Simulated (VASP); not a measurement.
# Sb (R-3m) in VASP: further runs, part 2 of 2

VASP 6.6.1. The steps go on from the part before.

## Step 3: Electric field gradients, LDA (zz strain of +2 %)

The input, INCAR:

```
SYSTEM = Sb
ALGO = Normal
EDIFF = 1E-8
ENCUT = 520
ISIF = 2
ISMEAR = -1
LASPH = .TRUE.
LCHARG = .FALSE.
LEFG = .TRUE.
LREAL = .FALSE.
LWAVE = .FALSE.
NBANDS = 12
NELM = 100
PREC = Accurate
SIGMA = 0.03
```

The input, KPOINTS:

```
k-points
0
G
  12 12 12
  0 0 0
```

The input, POSCAR:

```
Sb
1.0
    2.1506003320      1.2416496806      3.8188800000
   -2.1506003320      1.2416496806      3.8188800000
    0.0000000000     -2.4832993611      3.8188800000
Sb
2
Direct
    0.2336400000      0.2336400000      0.2336400000
    0.7663600000      0.7663600000      0.7663600000
```

Potentials or basis: VASP PAW LDA potentials, release 64 (Sb).

Launch:

```sh
$ cat potpaw_LDA.64/Sb/POTCAR > POTCAR
$ mpirun -np 1 vasp_std > vasp.out
```

OUTCAR:

```text
SYSTEM = Sb
   EDIFF = 1E-8
   ENCUT = 520
   ISIF = 2
   ISMEAR = -1
   LASPH = .TRUE.
   LREAL = .FALSE.
   NELM = 100
   PREC = Accurate

 ion  position               nearest neighbor table
   1  0.234  0.234  0.234-   2 2.92   2 2.92   2 2.92   2 3.37   2 3.37   2 3.37
   2  0.766  0.766  0.766-   1 2.92   1 2.92   1 2.92   1 3.37   1 3.37   1 3.37

  LATTYP: Found a trigonal (rhomboedric) cell.
 ALAT       =     4.5552848618
 COS(alpha) =     0.5542223076

  Lattice vectors:

 A1 = (   2.1506003320,   1.2416496806,   3.8188800000)
 A2 = (  -2.1506003320,   1.2416496806,   3.8188800000)
 A3 = (   0.0000000000,  -2.4832993611,   3.8188800000)

Analysis of symmetry for initial positions (statically):
=====================================================================
 Subroutine PRICEL returns:
 Original cell was already a primitive cell.

 Routine SETGRP: Setting up the symmetry group for a
 trigonal (rhombohedral) supercell.

 Subroutine GETGRP returns: Found 12 space group operations
 (whereof 12 operations were pure point group operations)
 out of a pool of 12 trial point group operations.

The static configuration has the point symmetry D_3d.

Analysis of symmetry for dynamics (positions and initial velocities):
=====================================================================
 Subroutine PRICEL returns:
 Original cell was already a primitive cell.

 Routine SETGRP: Setting up the symmetry group for a
 trigonal (rhombohedral) supercell.

 Subroutine GETGRP returns: Found 12 space group operations
 (whereof 12 operations were pure point group operations)
 out of a pool of 12 trial point group operations.

The dynamic configuration has the point symmetry D_3d.

 Subroutine INISYM returns: Found 12 space group operations
 (whereof 12 operations are pure point group operations),
 and found     1 'primitive' translations

----------------------------------------------------------------------------------------

                                     Primitive cell

  volume of cell :      61.1852

  direct lattice vectors                    reciprocal lattice vectors
     2.150600332  1.241649681  3.818880000     0.232493222  0.134230024  0.087285627
    -2.150600332  1.241649681  3.818880000    -0.232493222  0.134230024  0.087285627
     0.000000000 -2.483299361  3.818880000     0.000000000 -0.268460048  0.087285627

  length of vectors
     4.555284862  4.555284862  4.555284862     0.282293426  0.282293426  0.282293426

  position of ions in fractional coordinates (direct lattice)
     0.233640000  0.233640000  0.233640000
     0.766360000  0.766360000  0.766360000

  ion indices of the primitive-cell ions
   primitive index   ion index
                 1           1
                 2           2

----------------------------------------------------------------------------------------

 KPOINTS: k-points

Automatic generation of k-mesh.
 Grid dimensions read from file:
 generate k-points for:   12   12   12

 Generating k-lattice:
[... 80 lines left out ...]
   IMIX   =      4    mixing-type and parameters
     AMIX     =   0.40;   BMIX     =  1.00
     AMIX_MAG =   1.60;   BMIX_MAG =  1.00
  volume/ion in A,a.u.               =      30.59       206.45
  Fermi-wavevector in a.u.,A,eV,Ry     =   0.895075  1.691447 10.900436  0.801159
  Thomas-Fermi vector in A             =   2.017361
   LORBIT       =      0    0 simple, 1 ext, 2 COOP (PROOUT), +10 PAW based schemes
   GGA     = CA    functional components
   LHFCALC =     F    Hartree Fock is set to
   AEXX    =    0.0000 exact exchange contribution
   IVDW    =     0    specifies the selected vdW correction
   LEPSILON=     F    determine dielectric tensor
   LRPA    =     F    only Hartree local field effects (RPA)
 non-spin polarized calculation
  energy-cutoff  :      520.00
  volume of cell :       61.19
 maximum number of plane-waves:      1664
 NGX is ok and might be reduce to    36
   NGX = 17   NGY = 17   NGZ = 17

 number of electron      10.0000000 magnetization

 Free energy of the ion-electron system (eV)
  ---------------------------------------------------
  ext. energy  EPLUGINS =         0.00000000
  ---------------------------------------------------
  free energy    TOTEN  =        -9.60844906 eV

  energy without entropy =       -9.60797912  energy(sigma->0) =       -9.60821409

 E-fermi :   6.9695     XC(G=0):  -9.6637

 val. band max:        6.9240009269   @ k =   0.4167   0.3333   0.3333
 cond. band min:       6.9778264181   @ k =   0.4167   0.0833   0.0833
 fundamental gap:      0.0538254913
 Fermi energy:         6.9694870895

 k-point     1 :       0.0000    0.0000    0.0000
  band No.  band energies     occupation
      1      -5.6647      2.00000
      2       1.9966      2.00000
      3       4.8309      2.00000
      4       5.2856      2.00000
      5       5.2856      2.00000
      6       9.0263      0.00000
      7       9.6185      0.00000
      8       9.6185      0.00000
      9      12.1446      0.00000
     10      12.1446      0.00000
     11      12.1934      0.00000
     12      13.5835      0.00000
[... 331 lines left out ...]
 k-point    24 :      -0.4167    0.1667    0.0000
  band No.  band energies     occupation
      1      -3.1788      2.00000
      2      -2.4489      2.00000
      3       3.3224      2.00000
      4       4.6839      2.00000
      5       5.2885      2.00000
      6       7.8308      0.00000
      7       8.1931      0.00000
      8       9.9999      0.00000
      9      13.3920      0.00000
     10      14.0602      0.00000
     11      14.6682      0.00000
     12      16.6006      0.00000

 [... further k-points ...]

------------------------ aborting loop because EDIFF is reached ----------------------------------------

  FORCE on cell =-STRESS in cart. coord.  units (eV):
  Direction    XX          YY          ZZ          XY          YZ          ZX
  --------------------------------------------------------------------------------------
  -------------------------------------------------------------------------------------
  Total       -0.4424991     -0.4424991     -0.8629670     -0.0000000     -0.0000000      0.0000000
  in kB      -11.5871576    -11.5871576    -22.5974135     -0.0000000     -0.0000000      0.0000000
  external PRESSURE =     -15.2572429 kB  Pullay stress =       0.0000000 kB

 VOLUME and BASIS-vectors are now :
 -----------------------------------------------------------------------------
  energy-cutoff  :      520.00
  volume of cell :       61.19
      direct lattice vectors                 reciprocal lattice vectors
     2.150600332  1.241649681  3.818880000     0.232493222  0.134230024  0.087285627
    -2.150600332  1.241649681  3.818880000    -0.232493222  0.134230024  0.087285627
     0.000000000 -2.483299361  3.818880000     0.000000000 -0.268460048  0.087285627

 POSITION                                       TOTAL-FORCE (eV/Angst)
 -----------------------------------------------------------------------------------
      0.00000      0.00000      2.67673         0.000000     -0.000000     -0.000875
      0.00000      0.00000      8.77991         0.000000      0.000000      0.000875
 -----------------------------------------------------------------------------------
    total drift:                                0.000000     -0.000000      0.000000

  FREE ENERGIE OF THE ION-ELECTRON SYSTEM (eV)
  ---------------------------------------------------
  free  energy   TOTEN  =        -9.6084490592 eV

  energy  without entropy=       -9.6079791221  energy(sigma->0) =       -9.60821409

 Electric field gradients (V/A^2)
---------------------------------------------------------------------
 ion       V_xx      V_yy      V_zz      V_xy      V_xz      V_yz
---------------------------------------------------------------------
   1      18.497    18.497   -36.994     0.000    -0.000    -0.000
   2      18.497    18.497   -36.994     0.000    -0.000    -0.000
---------------------------------------------------------------------

 Electric field gradients after diagonalization (V/A^2)
 (convention: |V_zz| > |V_xx| > |V_yy|)
----------------------------------------------------------------------
 ion       V_xx      V_yy      V_zz     asymmetry (V_yy - V_xx)/ V_zz
----------------------------------------------------------------------
   1      18.497    18.497   -36.994       0.000
   2      18.497    18.497   -36.994       0.000
----------------------------------------------------------------------

           NMR quadrupolar parameters

 Cq : quadrupolar parameter    Cq=e*Q*V_zz/h
 eta: asymmetry parameters     (V_yy - V_xx)/ V_zz
 Q  : nuclear electric quadrupole moment in mb (millibarn)
----------------------------------------------------------------------
 ion       Cq(MHz)       eta       Q (mb)
----------------------------------------------------------------------
   1      -0.089       0.000       1.000
   2      -0.089       0.000       1.000
----------------------------------------------------------------------
```

It took 2.8 min on 1 thread of Intel Xeon 8259CL, shared host; peak memory 0.25 GiB.

Results:

| Property | Result |
| --- | --- |
| Free energy | -9.6084 eV |
| Pressure | -1.5 GPa |
| Band gap on the k mesh | zero (bands 5 and 6 overlap by 0.26 eV) |
| Largest electric field gradient by atom | Sb -37.0 V/Å² |

Electric field gradients, principal values (V/Å²):
```
atom   least  middle  greatest (by size)
1 Sb  18.497  18.497             -36.994
2 Sb  18.497  18.497             -36.994
```

Caveat: the cell differs from its parent crystal (zz strain of +2 %); without QUAD_EFG the Cq values of the log hold for a quadrupole moment of 1 mb, not for the nuclei; spin-orbit coupling is left out, which moves the levels of the heavy elements.
